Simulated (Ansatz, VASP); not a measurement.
Two plane-wave programs on WS2

```xyz
12
Lattice="6.3144 0.0000 0.0000 -3.1572 5.4684 0.0000 0.0000 0.0000 23.3759" Properties=species:S:1:pos:R:3 pbc="T T T"
S     3.1572    1.8228    8.0000
S     1.5786    4.5570    8.0000
S     0.0000    1.8228    8.0000
S    -1.5786    4.5570    8.0000
S     3.1572    1.8229   11.1554
S     1.5793    4.5576   11.1488
S    -0.0006    1.8226   11.1553
S    -1.5802    4.5566   11.1540
W     1.5784    0.9115    9.5778
W    -0.0008    3.6453    9.5772
W     4.7357    0.9124    9.5766
W     3.1576    3.6450    9.5763
```

Alike in both runs: task single point; functional PBE; dispersion D3(BJ); k mesh 3 × 3 × 1; occupations gaussian, width 0.05 eV; no spin polarisation.

|  | VASP | Ansatz |
| --- | --- | --- |
| version | VASP 6.6.1 | Ansatz 0.2.0 |
| potentials or method | VASP PAW PBE potentials, release 64 (S, W_sv), cutoff 520 eV | scalar-relativistic, plane waves, PAW |
| valence electrons in the cell | 104 | 104 |

VASP gave:

| Item | Value |
| --- | --- |
| gap on the k mesh at the Fermi level (eV) | 1.93 |
| least direct gap on the mesh (eV) | 1.93 |
| rms of the force components (eV/Å) | 0.014 |

Task: Which values does Ansatz return?

Result: gap on the k mesh at the Fermi level (eV): 1.93; least direct gap on the mesh (eV): 1.93; rms of the force components (eV/Å): 0.013.

Spin-orbit coupling is off throughout.
